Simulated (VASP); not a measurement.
A run of VASP 6.6.1 is set up as follows.

File INCAR:

```
SYSTEM = EuO
ALGO = Normal
EDIFF = 1E-8
ENCUT = 520
GGA = PE
GGA_COMPAT = .False.
ISIF = 2
ISMEAR = -1
ISPIN = 2
LASPH = .True.
LCHARG = .False.
LEFG = .True.
LMAXMIX = 6
LORBIT = 11
LREAL = .False.
LWAVE = .False.
MAGMOM = 7 0
NBANDS = 22
NELM = 200
PREC = Accurate
SIGMA = 0.03
```

Contents of KPOINTS:

```
k-points
0
Gamma
  14 14 14
  0 0 0
```

File POSCAR:

```
EuO
1.0
    0.0000000000      2.6223931986      2.6223931986
    2.6223931986      0.0000000000      2.6223931986
    2.6223931986      2.6223931986      0.0000000000
Eu O
1 1
Direct
    0.0000000000      0.0000000000      0.0000000000
    0.5000000000      0.5000000000      0.5000000000
```

Potentials or basis: VASP PAW PBE potentials, release 64 (Eu, O).

The run is started by

```console
$ cat potpaw_PBE.64/Eu/POTCAR potpaw_PBE.64/O/POTCAR > POTCAR
$ mpirun -np 1 vasp_std > vasp.out
```

**Question.** What does it give for the pressure?

**Answer.** -8.3 GPa.

**Question.** Predict the band gap on the k mesh.

**Answer.** Zero (filled and empty bands overlap).

Caveat: the cell stands under tension; spin-orbit coupling is left out, which moves the levels of the heavy elements; a cell with one magnetic atom can't hold antiferromagnetic order, which such compounds often take; semilocal functionals describe open f shells poorly, which spoils levels, moments and volumes. The state reached can hang on the start; a lower one may exist.
